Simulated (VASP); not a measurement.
Write the native input for VASP 6.6.1 that does the following.

- Task: single point
- Functional: r2SCAN
- Potentials or basis: VASP PAW PBE potentials, release 64 (Si, O)
- Cutoff: 520 eV
- k mesh: 8 × 8 × 8
- Occupations: gaussian, width 0.05 eV
- Spin: no spin polarisation
- Dipole correction: no
- Further INCAR settings: ALGO = Normal; EDIFF = 1e-07; NBANDS = 25

SiO2:

```
Si O
1.0
    -2.26614    2.26614    4.35523
     2.26614   -2.26614    4.35523
     2.26614    2.26614   -4.35523
Si O
2 4
Direct
  0.00000 0.00000 0.00000
  0.75000 0.25000 0.50000
  0.97317 0.62500 0.84817
  0.37500 0.22317 0.34817
  0.77683 0.12500 0.15183
  0.87500 0.02683 0.65183
```

This cell differs from its parent crystal: ratio of the length along z to the lengths across it x 1.3, volume and fractional coordinates fixed.

These files were run (other wordings do the same):

POSCAR

```
SiO2
1.0
   -2.2661359267      2.2661359267      4.3552275548
    2.2661359267     -2.2661359267      4.3552275548
    2.2661359267      2.2661359267     -4.3552275548
Si O
2 4
Direct
    0.0000000000      0.0000000000      0.0000000000
    0.7500000000      0.2500000000      0.5000000000
    0.9731664815      0.6250000000      0.8481664815
    0.3750000000      0.2231664815      0.3481664815
    0.7768335185      0.1250000000      0.1518335185
    0.8750000000      0.0268335185      0.6518335185
```

INCAR.step1

```
SYSTEM = SiO2
ALGO = Normal ; EDIFF = 1E-4
ENCUT = 520 ; GGA = PE
ISMEAR = 0 ; LASPH = .TRUE.
LCHARG = .FALSE. ; LREAL = .FALSE.
LWAVE = .TRUE. ; NBANDS = 25
NELM = 100 ; PREC = Accurate
SIGMA = 0.05
```

INCAR.step2

```
SYSTEM = SiO2
ALGO = Normal ; EDIFF = 1E-7
ENCUT = 520 ; ISIF = 2
ISMEAR = 0 ; ISTART = 1
LASPH = .TRUE. ; LCHARG = .FALSE.
LMIXTAU = .TRUE. ; LREAL = .FALSE.
LWAVE = .FALSE. ; METAGGA = R2SCAN
NBANDS = 25 ; NELM = 100
PREC = Accurate ; SIGMA = 0.05
```

KPOINTS

```
k-points
0
G
  8 8 8
  0 0 0
```

Potentials or basis: VASP PAW PBE potentials, release 64 (Si, O).

The run is started by

```sh
$ cat potpaw_PBE.64/Si/POTCAR potpaw_PBE.64/O/POTCAR > POTCAR
$ cp INCAR.step1 INCAR
$ mpirun -np 1 vasp_std > vasp.out
$ cp INCAR.step2 INCAR
$ mpirun -np 1 vasp_std > vasp.out
```

Results of the run:

```yaml
Pressure: -5.0 GPa
Largest_force: 0.310 eV/Å
Band_gap_on_the_k_mesh: 5.40 eV
```

Caveat: the cell stands under tension; the PAW data sets were made with another functional, which shifts forces and pressure a little.

Run time: 6.5 min on 1 thread of Intel(R) Xeon(R) Platinum 8559C (Emerald Rapids), with other jobs on the host, peak memory 0.3 GiB.
